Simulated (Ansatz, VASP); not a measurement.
Re: VASP beside Ansatz

```xyz
2
Lattice="2.7608 0.0000 0.0000 -1.3804 2.3909 0.0000 0.0000 0.0000 4.4582" Properties=species:S:1:pos:R:3 pbc="T T T"
Re    0.0000    1.5939    1.1145
Re    1.3804    0.7970    3.3436
```

Alike in both runs: task relaxation of cell and atoms; functional PBE; k mesh 18 × 18 × 10; occupations gaussian, width 0.05 eV; no spin polarisation.

|  | VASP | Ansatz |
| --- | --- | --- |
| version | VASP 6.6.1 | Ansatz 0.2.0 |
| potentials or method | VASP PAW PBE potentials, release 64 (Re), cutoff 600 eV | scalar-relativistic, plane waves, PAW |
| valence electrons in the cell | 14 | 30 |

|  | VASP | Ansatz | Ansatz less VASP |
| --- | --- | --- | --- |
| gap on the k mesh at the Fermi level, each at its own relaxed structure (eV) | none | none | - |
| relaxed volume (Å³/atom) | 14.93 | 14.95 | +0.016 |
| relaxed cell length with the largest relative difference (Å) | 4.483 | 4.485 | +0.0018 |

A gap of «none» marks a metal or a gap that the smearing closes. VASP's potentials hold 14 valence electrons a cell and Ansatz's 30, so a difference there can come from the potentials and not from the codes.

Neither program's run includes spin-orbit coupling.
